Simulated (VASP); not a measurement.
The system is GePbS2.

```
CELL_PARAMETERS angstrom
1.91028 1.10290 6.89869
-1.91028 1.10290 6.89869
0.00000 -2.20580 6.89869
ATOMIC_POSITIONS crystal
Ge 0.00000 0.00000 0.00000
Pb 0.50000 0.50000 0.50000
S 0.25985 0.25985 0.25985
S 0.74015 0.74015 0.74015
```

This cell differs from its parent crystal: epitaxial xy strain -4.7%.

Base run:

```yaml
Program: VASP 6.6.1
Functional: r2SCAN
Potentials_or_basis: VASP PAW PBE potentials, release 64 (Ge_d, Pb_d, S)
Cutoff: 520 eV
k_mesh: 8 × 8 × 8
Occupations: fermi-dirac, width 0.02 eV
Spin: no spin polarisation
```

Its results: band gap on the k mesh zero (bands 20 and 21 overlap by 0.54 eV); pressure 3.2 GPa; largest force 0.010 eV/Å.

Q: The run is repeated on the same cell with these changes: functional from r2SCAN to PBE. What comes out?

A: Band gap on the k mesh zero (bands 20 and 21 overlap by 0.51 eV); pressure 4.3 GPa; largest force 0.013 eV/Å.

Caveats: the cell stands under pressure; spin-orbit coupling is left out, which moves the levels of the heavy elements; the PAW data sets were made with another functional, which shifts forces and pressure a little (at least some runs).
